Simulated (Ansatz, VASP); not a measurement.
**One calculation of NiSb, two programs**

```
CELL_PARAMETERS angstrom
0.00000 2.61606 2.61606
2.61606 0.00000 2.61606
2.61606 2.61606 0.00000
ATOMIC_POSITIONS crystal
Ni 0.50000 0.50000 0.50000
Sb 0.00000 0.00000 0.00000
```

Alike in both runs: task single point; functional PBE; k mesh 12 × 12 × 12; occupations gaussian, width 0.05 eV; collinear spin.

```csv
,VASP,Ansatz
version,VASP 6.6.1,Ansatz 0.2.0
potentials or method,"VASP PAW PBE potentials, release 64 (Ni, Sb), cutoff 520 eV","scalar-relativistic, plane waves, PAW"
valence electrons in the cell,15,33
```

|  | VASP | Ansatz | Ansatz less VASP |
| --- | --- | --- | --- |
| gap on the k mesh at the Fermi level (eV) | none | none | - |
| pressure (GPa) | 2.1 | 2.2 | +0.13 |
| net moment per atom (μB) | 0.00 | 0.00 | 0.000 |

A gap of «none» marks a metal or a gap that the smearing closes. VASP's potentials hold 15 valence electrons a cell and Ansatz's 33, so a difference there can come from the potentials and not from the codes. Ansatz's warnings: seeded moment not kept.

Spin-orbit coupling is off throughout.
